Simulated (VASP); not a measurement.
The system is Si2Mo.

```xyz
9
Lattice="4.5855 0.0000 0.0000 -2.2927 3.9711 0.0000 0.0000 0.0000 6.5798" Properties=species:S:1:pos:R:3 pbc="T T T"
Mo    1.1464    1.9856    5.4831
Mo   -1.1464    1.9856    1.0966
Mo    2.2927    0.0000    3.2899
Si    0.0000    1.3015    3.2899
Si    1.1656    3.3204    1.0966
Si    3.4583    0.6508    5.4831
Si    2.2927    2.6696    3.2899
Si    1.1272    0.6508    1.0966
Si   -1.1656    3.3204    5.4831
```

Base run:

| Quantity | Value |
| --- | --- |
| Program | VASP 6.6.1 |
| Functional | r2SCAN |
| Potentials or basis | VASP PAW PBE potentials, release 64 (Mo_sv, Si) |
| Cutoff | 520 eV |
| k mesh | 7 × 7 × 4 |
| Occupations | fermi-dirac, width 0.05 eV |
| Spin | no spin polarisation |

Its results: band gap on the k mesh 0.37 eV (least direct gap 0.78 eV); pressure 0.2 GPa; largest force 0.009 eV/Å.

**Question.** The run is repeated on the same cell with these changes: functional from r2SCAN to RPBE. What comes out?

**Answer.** Band gap on the k mesh 0.28 eV (least direct gap 0.64 eV); pressure 6.0 GPa; largest force 0.007 eV/Å.

Caveats: the PAW data sets were made with another functional, which shifts forces and pressure a little; an odd mesh through Γ misses points on the zone boundary, where band edges can lie; the cell stands under pressure (at least some runs).
